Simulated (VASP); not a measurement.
Here is a VASP 6.6.1 calculation.

Contents of INCAR:

```
SYSTEM = Ga
  PREC = Accurate
  ENCUT = 600
  EDIFF = 1E-6
  ISMEAR = 0
  SIGMA = 0.1
  LREAL = .False.
  LASPH = .True.
  NELM = 100
  ALGO = Normal
  ISIF = 3
  LWAVE = .False.
  LCHARG = .False.
  GGA = PE
  IBRION = 2
  NSW = 90
  EDIFFG = -0.04
```

Contents of KPOINTS:

```
regular mesh
0
Gamma
  6 6 6
  0 0 0
```

The input POSCAR:

```
Ga
1.0
    1.5863967571      0.9159065947      7.6669559847
   -1.5863967571      0.9159065947      7.6669559847
    0.0000000000     -1.8318131896      7.6669559847
Ga
3
Direct
    0.0000000000      0.0000000000      0.0000000000
    0.2222200000      0.2222200000      0.2222200000
    0.7777800000      0.7777800000      0.7777800000
```

Potentials or basis: VASP PAW PBE potentials, release 64 (Ga_d).

Command:

```sh
$ cat potpaw_PBE.64/Ga_d/POTCAR > POTCAR
$ mpirun -np 1 vasp_std > vasp.out
```

Q: What does it give for the band gap on the k mesh?

A: Zero (an odd number of electrons rules out a gap without spin polarisation).

Q: Predict the relaxed volume.

A: 18.74 Å³/atom.

Q: What does it give for the space group after relaxing (to 0.1 Å)?

A: R-3m (No. 166).

Stress tensor (GPa, compression positive):
```
0.01 0.00 0.00
0.00 0.01 0.00
0.00 0.00 0.33
```

Caveat: the k points lie up to 0.41 Å⁻¹ apart in the final cell, too coarse for converged energies and pressures of a metal; the volume moved by over 15 % at a fixed basis, so the end points are rough.
